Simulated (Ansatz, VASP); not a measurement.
## AlN: VASP beside Ansatz

The input INCAR:

```
SYSTEM = AlN
ALGO     = Normal         ! electronic algorithm
EDIFF    = 1E-6           ! SCF threshold, eV
ENCUT    = 600            ! plane-wave cutoff, eV
GGA      = PE             ! functional
GGA_COMPAT= .False.      
ISIF     = 2              ! what is computed and relaxed
ISMEAR   = -1             ! smearing method
IVDW     = 13             ! dispersion correction
LASPH    = .True.         ! aspherical terms in the spheres
LCHARG   = .False.        ! write CHGCAR
LREAL    = .False.        ! projectors in reciprocal space
LWAVE    = .False.        ! write WAVECAR
NBANDS   = 11             ! bands
NELM     = 120            ! most SCF steps
PREC     = Accurate       ! precision mode
SIGMA    = 0.1            ! smearing width, eV
```

KPOINTS

```
k-points
0
Gamma
  10 10 10
  0 0 0
```

POSCAR

```
AlN
1.0
    0.0000000000      1.9780005664      1.9780005664
    1.9780005664      0.0000000000      1.9780005664
    1.9780005664      1.9780005664      0.0000000000
Al N
1 1
Direct
    0.0000000000      0.0000000000      0.0000000000
    0.5000000000      0.5000000000      0.5000000000
```

Input for Ansatz:

```yaml
crystal:
  lattice:
    - [0.0, 1.9780005664, 1.9780005664]
    - [1.9780005664, 0.0, 1.9780005664]
    - [1.9780005664, 1.9780005664, 0.0]
  atoms:
    - { symbol: Al, position: [0.0, 0.0, 0.0] }
    - { symbol: "N", position: [0.5, 0.5, 0.5] }
basis:
  ecutwfc: 420
  ecutrho_ratio: 4
kpoints:
  mp_grid: { grid: [10, 10, 10] }
hamiltonian:
  xc: pbe
  dispersion: d4
scf:
  occupations: { method: fermi_dirac, width: 0.1 }
output:
  forces: true
  stress: true
```

Alike in both runs: task single point; functional PBE; dispersion D4; k mesh 10 × 10 × 10; occupations fermi-dirac, width 0.1 eV; no spin polarisation.

|  | VASP | Ansatz |
| --- | --- | --- |
| version | VASP 6.6.1 | Ansatz 0.2.0 |
| potentials or method | VASP PAW PBE potentials, release 64 (Al, N), cutoff 600 eV | scalar-relativistic, plane waves, PAW |
| valence electrons in the cell | 8 | 8 |

```tsv
	VASP	Ansatz	Ansatz less VASP
pressure (GPa)	17.3	17.7	+0.48
```
